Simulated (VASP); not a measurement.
# ErC3: relaxation of shape and atoms at fixed volume with PBE

Crystal: ErC3.

```
Er C
1.0
     3.11886   -1.79887    0.02987
     3.11886    1.79887    0.02987
    -2.13197    0.00000    5.14549
Er C
1 3
Direct
  0.00000 0.00000 0.50000
  0.50000 0.50000 0.00000
  0.58382 0.58382 0.25102
  0.41618 0.41618 0.74898
```

```json
{"Program": "VASP 6.6.1", "Task": "relaxation of shape and atoms at fixed volume", "Functional": "PBE", "Potentials or basis": "VASP PAW PBE potentials, release 64 (Er_3, C), 4f in core", "Cutoff": "600 eV", "k mesh": "12 × 12 × 8", "Occupations": "gaussian, width 0.1 eV", "Spin": "no spin polarisation", "Dipole correction": "no", "Further INCAR settings": "ALGO = Normal; EDIFF = 1e-07; IBRION = 2; EDIFFG = -0.01; NSW = 50; ISIF = 4"}
```

The energy gained by relaxing is 1.9 meV/atom, the ionic steps are 7 and the pressure after relaxing is 3.5 GPa. The band gap on the k mesh is zero (an odd number of electrons rules out a gap without spin polarisation).

Stress tensor (GPa, compression positive):
```
 3.46  0.00 -0.01
 0.00  3.43  0.00
-0.01  0.00  3.55
```

Step by step:
| step | energy change (eV) | largest force (eV/Å) | pressure (GPa) | volume (Å³) |
| --- | --- | --- | --- | --- |
| 1 | 0.0000 | 0.6194 | 4.79 | 57.97 |
| 2 | 0.1050 | 2.5472 | -0.82 | 57.97 |
| 3 | -0.0067 | 0.0800 | 3.56 | 57.97 |
| 4 | -0.0067 | 0.0598 | 3.58 | 57.97 |
| 5 | -0.0067 | 0.0467 | 3.61 | 57.97 |
| 6 | -0.0072 | 0.0286 | 3.55 | 57.97 |
| 7 | -0.0075 | 0.0008 | 3.48 | 57.97 |

Final structure:
```
Er C
1.0
     3.10872   -1.79258    0.02966
     3.10872    1.79258    0.02966
    -2.12571    0.00000    5.18066
Er C
1 3
Direct
  0.00000 0.00000 0.50000
  0.50000 0.50000 0.00000
  0.58388 0.58388 0.25116
  0.41612 0.41612 0.74884
```

Levels at points of the mesh, in eV from the Fermi level:
```
           k point  band 8  band 9  band 10  band 11  band 12  band 13  band 14
(0.00, 0.00, 0.00)   -2.43   -1.89    -0.86    -0.85     3.23     4.64     4.66
(0.50, 0.00, 0.00)   -3.71   -3.31    -0.09     0.88     1.81     4.22     5.23
(0.50, 0.50, 0.00)   -2.85   -2.66    -2.08    -0.48     2.74     5.63     6.34
(0.00, 0.00, 0.50)   -3.10   -3.01     1.50     1.50     2.94     2.95     4.03
(0.50, 0.00, 0.50)   -2.85   -2.65    -2.08    -0.49     2.74     5.63     6.34
(0.50, 0.50, 0.50)   -3.71   -3.30    -0.09     0.88     1.81     4.23     5.24
```

Run time: 15 min on 1 thread of AMD EPYC 9R45 96-Core Processor (Zen 5) (shared host), peak memory 0.44 GiB.

Caveat: spin-orbit coupling is left out, which moves the levels of the heavy elements; the 4f electrons are frozen in the core, so they carry no moment and show no levels. Spin polarisation is off, so any magnetic state and its effect on volume and gap are missing.
